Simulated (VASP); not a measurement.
H4C: single point with HSE06

H4C:

```
H C
1.0
    -2.25269    2.30135    2.25269
     2.25269   -2.30135    2.25269
     2.25269    2.30135   -2.25269
H C
4 1
Direct
  0.00296 0.00000 0.72385
  0.72385 0.00000 0.00296
  0.99704 0.72089 0.99704
  0.27615 0.27911 0.27615
  0.00000 0.00000 0.00000
```

This cell differs from its parent crystal: uniaxial y strain +2.2%.

```
Program                            : VASP 6.6.1
Task                               : single point
Functional                         : HSE06
Potentials or basis                : VASP PAW PBE potentials, release 64 (H, C)
Cutoff                             : 520 eV
k mesh                             : 4 × 4 × 4
Occupations                        : gaussian, width 0.01 eV
Spin                               : no spin polarisation
Dipole correction                  : no
Grid for exact exchange (PRECFOCK) : Fast
Further INCAR settings             : ALGO = Normal; EDIFF = 1e-06; NBANDS = 12
Screening parameter                : 0.2079 1/Å
```

The pressure is 0.5 GPa and the largest force is 0.010 eV/Å. The band gap on the k mesh is 9.42 eV, direct.

Forces on the atoms (eV/Å):
```
H    0.005  0.007 -0.005
H   -0.005  0.007  0.005
H    0.005 -0.007  0.005
H   -0.005 -0.007 -0.005
C    0.000  0.000  0.000
```

Levels at points of the mesh, in eV from the valence-band top:
```csv
k point,band 2,band 3,band 4,band 5,band 6,band 7
"(0.00, 0.00, 0.00)",-0.01,-0.01,0.00,9.42,14.30,14.30
"(0.50, 0.00, 0.00)",-1.49,-0.49,-0.03,11.25,12.85,13.59
"(0.00, 0.50, 0.00)",-1.48,-0.51,-0.06,11.22,12.68,13.68
"(0.50, 0.50, 0.50)",-1.11,-1.04,-1.04,12.14,12.26,16.59
```

It took 82 s on 1 thread of AMD EPYC 7R13 Processor (Zen 3), with other jobs on the host, peak memory 0.23 GiB.

Caveat: the k points lie up to 0.49 Å⁻¹ apart; the cell differs from its parent crystal (uniaxial y strain +2.2%); the PAW data sets were made with another functional, which shifts forces and pressure a little.
